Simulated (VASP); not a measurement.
# EuS (Fm-3m) in VASP: single point with PBEsol

Aim: the single point of EuS with PBEsol.

Program: VASP 6.6.1. These are calculated values, not measurements. Logs are shortened: lines on timing, memory, paths and dates and some standing lists are left out, and cuts for length are marked.

### Step 1. The cell of the first run

Symmetry: Fm-3m, No. 225, cubic system. The conventional cell has a = 5.957 Å, b = 5.957 Å, c = 5.957 Å, α = 90.00°, β = 90.00°, γ = 90.00°. Eu (site symmetry m-3m) has 6 S at 2.98 Å within 3.9 Å. S (site symmetry m-3m) has 6 Eu at 2.98 Å within 3.9 Å.

### Step 2. Single point, PBEsol, collinear spin, ferromagnetic start

INCAR

```
  PREC = Accurate
  ENCUT = 600
  EDIFF = 1E-6
  ISMEAR = -1
  SIGMA = 0.15
  LREAL = False
  LASPH = True
  NELM = 200
  ALGO = Normal
  ISIF = 2
  LWAVE = False
  LCHARG = False
  ISPIN = 2
  MAGMOM = 9.1 0
  LORBIT = 11
  LMAXMIX = 6
  GGA = PS
  NBANDS = 22
  GGA_COMPAT = False
```

KPOINTS

```
Automatic mesh
0
Gamma
  10 10 10
```

POSCAR

```
EuS
1.0
    0.0000000000      2.9785000000      2.9785000000
    2.9785000000      0.0000000000      2.9785000000
    2.9785000000      2.9785000000      0.0000000000
Eu S
1 1
Direct
    0.0000000000      0.0000000000      0.0000000000
    0.5000000000      0.5000000000      0.5000000000
```

Potentials or basis: VASP PAW PBE potentials, release 64 (Eu, S).

Command:

```sh
$ cat potpaw_PBE.64/Eu/POTCAR potpaw_PBE.64/S/POTCAR > POTCAR
$ mpirun -np 1 vasp_std > vasp.out
```

OUTCAR:

```text
PREC = Accurate
   ENCUT = 600
   EDIFF = 1E-6
   ISMEAR = -1
   LREAL = False
   LASPH = True
   NELM = 200
   ISIF = 2
   ISPIN = 2
   LORBIT = 11
   GGA = PS

 ion  position               nearest neighbor table
   1  0.000  0.000  0.000-   2 2.98   2 2.98   2 2.98   2 2.98   2 2.98   2 2.98
   2  0.500  0.500  0.500-   1 2.98   1 2.98   1 2.98   1 2.98   1 2.98   1 2.98

  LATTYP: Found a face centered cubic cell.
 ALAT       =     5.9570000000

  Lattice vectors:

 A1 = (   0.0000000000,   2.9785000000,   2.9785000000)
 A2 = (   2.9785000000,   0.0000000000,   2.9785000000)
 A3 = (   2.9785000000,   2.9785000000,   0.0000000000)

Analysis of symmetry for initial positions (statically):
=====================================================================
 Subroutine PRICEL returns:
 Original cell was already a primitive cell.

 Routine SETGRP: Setting up the symmetry group for a
 face centered cubic supercell.

 Subroutine GETGRP returns: Found 48 space group operations
 (whereof 48 operations were pure point group operations)
 out of a pool of 48 trial point group operations.

The static configuration has the point symmetry O_h .

Analysis of symmetry for dynamics (positions and initial velocities):
=====================================================================
 Subroutine PRICEL returns:
 Original cell was already a primitive cell.

 Routine SETGRP: Setting up the symmetry group for a
 face centered cubic supercell.

 Subroutine GETGRP returns: Found 48 space group operations
 (whereof 48 operations were pure point group operations)
 out of a pool of 48 trial point group operations.

The dynamic configuration has the point symmetry O_h .

Analysis of structural, dynamic, and magnetic symmetry:
=====================================================================
 Subroutine PRICEL returns:
 Original cell was already a primitive cell.

 Routine SETGRP: Setting up the symmetry group for a
 face centered cubic supercell.

 Subroutine GETGRP returns: Found 48 space group operations
 (whereof 48 operations were pure point group operations)
 out of a pool of 48 trial point group operations.

The overall configuration has the point symmetry O_h .

 Subroutine INISYM returns: Found 48 space group operations
 (whereof 48 operations are pure point group operations),
 and found     1 'primitive' translations

----------------------------------------------------------------------------------------
[... 110 lines left out ...]
   IALGO  =     38    algorithm
   IMIX   =      4    mixing-type and parameters
     AMIX     =   0.40;   BMIX     =  1.00
     AMIX_MAG =   1.60;   BMIX_MAG =  1.00
  volume/ion in A,a.u.               =      26.42       178.32
  Fermi-wavevector in a.u.,A,eV,Ry     =   1.240633  2.344456 20.941667  1.539169
  Thomas-Fermi vector in A             =   2.375065
   LORBIT       =     11    0 simple, 1 ext, 2 COOP (PROOUT), +10 PAW based schemes
   GGA     = PS    functional components
   LHFCALC =     F    Hartree Fock is set to
   AEXX    =    0.0000 exact exchange contribution
   IVDW    =     0    specifies the selected vdW correction
   LEPSILON=     F    determine dielectric tensor
   LRPA    =     F    only Hartree local field effects (RPA)
 spin polarized calculation
  energy-cutoff  :      600.00
  volume of cell :       52.85
 maximum number of plane-waves:      1807
 NGX is ok and might be reduce to    36
   NGX = 17   NGY = 17   NGZ = 17

 number of electron      22.9999997 magnetization       6.9114941

 Free energy of the ion-electron system (eV)
  ---------------------------------------------------
  ext. energy  EPLUGINS =         0.00000000
  ---------------------------------------------------
  free energy    TOTEN  =       -20.53251649 eV

  energy without entropy =      -20.40757241  energy(sigma->0) =      -20.47004445

 E-fermi :   4.2664     XC(G=0):  -9.8441

 val. band max:        4.2653672585   @ k =   0.5000   0.4000   0.1000
 cond. band min:       4.3683144686   @ k =  -0.4000   0.5000   0.1000
 fundamental gap:      0.1029472101
 Fermi energy:         4.2664093908

 spin component 1

 k-point     1 :       0.0000    0.0000    0.0000
  band No.  band energies     occupation
      1     -37.4570      1.00000
      2     -16.1388      1.00000
      3     -16.1388      1.00000
      4     -16.1388      1.00000
      5      -9.2795      1.00000
      6       1.3948      1.00000
[... 589 lines left out ...]
     21       9.9815      0.00000
     22      10.9801      0.00000

 [... further k-points ...]

 spin component 2

 k-point     1 :       0.0000    0.0000    0.0000
  band No.  band energies     occupation
      1     -34.4194      1.00000
      2     -13.9001      1.00000
      3     -13.9001      1.00000
      4     -13.9001      1.00000
      5      -9.2690      1.00000
      6       1.5721      1.00000
[... 589 lines left out ...]
     21      10.8201      0.00000
     22      11.7127      0.00000

 [... further k-points ...]
[... 5 lines left out ...]
  --------------------------------------------------------------------------------------
  -------------------------------------------------------------------------------------
  Total       -1.9534533     -1.9534533     -1.9534533      0.0000000      0.0000000      0.0000000
  in kB      -59.2230564    -59.2230564    -59.2230564      0.0000000      0.0000000      0.0000000
  external PRESSURE =     -59.2230564 kB  Pullay stress =       0.0000000 kB

 VOLUME and BASIS-vectors are now :
 -----------------------------------------------------------------------------
  energy-cutoff  :      600.00
  volume of cell :       52.85
      direct lattice vectors                 reciprocal lattice vectors
     0.000000000  2.978500000  2.978500000    -0.167869733  0.167869733  0.167869733
     2.978500000  0.000000000  2.978500000     0.167869733 -0.167869733  0.167869733
     2.978500000  2.978500000  0.000000000     0.167869733  0.167869733 -0.167869733

 POSITION                                       TOTAL-FORCE (eV/Angst)
 -----------------------------------------------------------------------------------
      0.00000      0.00000      0.00000        -0.000000      0.000000     -0.000000
      2.97850      2.97850      2.97850         0.000000     -0.000000      0.000000
 -----------------------------------------------------------------------------------
    total drift:                                0.000000      0.000000      0.000000

  FREE ENERGIE OF THE ION-ELECTRON SYSTEM (eV)
  ---------------------------------------------------
  free  energy   TOTEN  =       -20.5325164913 eV

  energy  without entropy=      -20.4075724057  energy(sigma->0) =      -20.47004445

 total charge

# of ion       s       p       d       f       tot
--------------------------------------------------
    1        2.023   5.720   0.325   6.613  14.681
    2        1.311   2.399   0.000   0.000   3.709
--------------------------------------------------
tot          3.334   8.119   0.325   6.613  18.390

 magnetization (x)

# of ion       s       p       d       f       tot
--------------------------------------------------
    1       -0.012  -0.101   0.088   6.580   6.556
    2       -0.006  -0.061   0.000   0.000  -0.068
--------------------------------------------------
tot         -0.018  -0.162   0.088   6.580   6.488
```

OSZICAR:

```text
N       E                     dE             d eps       ncg     rms          rms(c)
DAV:   1     0.151694301024E+03    0.15169E+03   -0.94950E+03  5790   0.483E+03
DAV:   2     0.750466709131E+01   -0.14419E+03   -0.12541E+03  5776   0.405E+02
DAV:   3    -0.152161890104E+02   -0.22721E+02   -0.22285E+02  6012   0.117E+02
DAV:   4    -0.176235844583E+02   -0.24074E+01   -0.23899E+01  7834   0.264E+01
DAV:   5    -0.177384343900E+02   -0.11485E+00   -0.11475E+00  6916   0.746E+00    0.265E+01
DAV:   6    -0.203473684171E+02   -0.26089E+01   -0.23553E+00  5256   0.179E+01    0.172E+01
DAV:   7    -0.205949208693E+02   -0.24755E+00   -0.15821E+00  6346   0.214E+01    0.102E+01
DAV:   8    -0.205909548858E+02    0.39660E-02   -0.12948E+00  5378   0.203E+01    0.890E+00
DAV:   9    -0.205407790169E+02    0.50176E-01   -0.19759E-01  6528   0.834E+00    0.119E+00
DAV:  10    -0.205339105197E+02    0.68685E-02   -0.62014E-02  6132   0.419E+00    0.148E+00
DAV:  11    -0.205330782968E+02    0.83222E-03   -0.48797E-03  6368   0.560E-01    0.116E+00
DAV:  12    -0.205325587777E+02    0.51952E-03   -0.29152E-03  6844   0.932E-01    0.639E-01
DAV:  13    -0.205325170938E+02    0.41684E-04   -0.31105E-04  7076   0.146E-01    0.142E-01
DAV:  14    -0.205325159173E+02    0.11765E-05   -0.10786E-04  7232   0.163E-01    0.105E-01
DAV:  15    -0.205325138375E+02    0.20798E-05   -0.11028E-05  6718   0.413E-02    0.450E-02
DAV:  16    -0.205325162059E+02   -0.23684E-05   -0.25639E-06  5998   0.129E-02    0.298E-02
DAV:  17    -0.205325164913E+02   -0.28540E-06   -0.85653E-07  3712   0.734E-03
   1 F= -.20532516E+02 E0= -.20470044E+02  d E =-.124944E+00  mag=     6.9114
```

It took 4.5 min on 1 thread of Intel Xeon 8259CL, shared host; peak memory 0.33 GiB.

Results:

```yaml
Free_energy: -20.5325 eV
Pressure: -5.9 GPa
Net_moment: 6.91 μB per cell
Site_moments: Eu +6.56; S -0.07 μB
Valence_electrons_inside_the_program's_atomic_spheres: Eu 14.68; S 3.71
```

Caveat: the cell stands under tension; the PAW data sets were made with another functional, which shifts forces and pressure a little; spin-orbit coupling is left out, which moves the levels of the heavy elements; a cell with one magnetic atom can't hold antiferromagnetic order, which such compounds often take; semilocal functionals describe open f shells poorly, which spoils levels, moments and volumes. The state reached can hang on the start; a lower one may exist.
